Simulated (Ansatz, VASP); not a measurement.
# InW2: VASP beside Ansatz

POSCAR

```
InW2
1.0
    3.8350206006      0.0000000000      0.0000000000
   -1.9175103003      3.3212252642      0.0000000000
    0.0000000000      0.0000000000      4.1408029741
In W
1 2
Direct
    0.0000000000      0.0000000000      0.0000000000
    0.3333333333      0.6666666667      0.5000000000
    0.6666666667      0.3333333333      0.5000000000
```

Contents of INCAR.step1:

```
SYSTEM = InW2
PREC = Accurate
ENCUT = 600
ISMEAR = 0
SIGMA = 0.1
LREAL = .False.
LASPH = .True.
NELM = 100
GGA = PE
ALGO = Normal
EDIFF = 1E-4
LWAVE = .True.
LCHARG = .False.
```

File INCAR.step2:

```
SYSTEM = InW2
PREC = Accurate
ENCUT = 600
EDIFF = 1E-6
ISMEAR = 0
SIGMA = 0.1
LREAL = .False.
LASPH = .True.
NELM = 100
ALGO = Normal
ISIF = 3
LWAVE = .False.
LCHARG = .False.
METAGGA = R2SCAN
LMIXTAU = .True.
IBRION = 2
NSW = 90
EDIFFG = -0.04
ISTART = 1
```

Contents of KPOINTS:

```
Automatic mesh
0
Gamma
  6 6 4
  0 0 0
```

Input for Ansatz:

```yaml
crystal:
  lattice:
    - [3.8350206006, 0.0, 0.0]
    - [-1.9175103003, 3.3212252642, 0.0]
    - [0.0, 0.0, 4.1408029741]
  atoms:
    - { symbol: In, position: [0.0, 0.0, 0.0] }
    - { symbol: W, position: [0.3333333333, 0.6666666667, 0.5] }
    - { symbol: W, position: [0.6666666667, 0.3333333333, 0.5] }
basis:
  ecutwfc: 500
kpoints:
  mp_grid: { grid: [6, 6, 4] }
hamiltonian:
  xc: r2scan
scf:
  occupations: { method: gaussian, width: 0.1 }
  lower_state_search: "off"
output:
  forces: true
  stress: true
  eigenvalues: true
relax:
  adjacent_minimum: "off"
  f_tol: 0.04
  max_steps: 70
  cell: { stress_tol: 0.4 }
```

Alike in both runs: task relaxation of cell and atoms; functional r2SCAN; k mesh 6 × 6 × 4; occupations gaussian, width 0.1 eV; no spin polarisation.

```csv
,VASP,Ansatz
version,VASP 6.6.1,Ansatz 0.2.0
potentials or method,"VASP PAW PBE potentials, release 64 (In_d, W_sv), cutoff 600 eV","scalar-relativistic, plane waves, PAW"
valence electrons in the cell,41,41
```

|  | VASP | Ansatz | Ansatz less VASP |
| --- | --- | --- | --- |
| gap on the k mesh at the Fermi level, each at its own relaxed structure (eV) | none | none | - |
| relaxed volume (Å³/atom) | 17.91 | 17.87 | -0.044 |
| relaxed cell length with the largest relative difference (Å) | 4.671 | 4.666 | -0.0052 |

VASP's potentials were made for PBE, not for r2SCAN. A gap of «none» marks a metal or a gap that the smearing closes.

The k mesh is coarse, so the values compare programs but aren't converged. Spin-orbit coupling is off throughout.
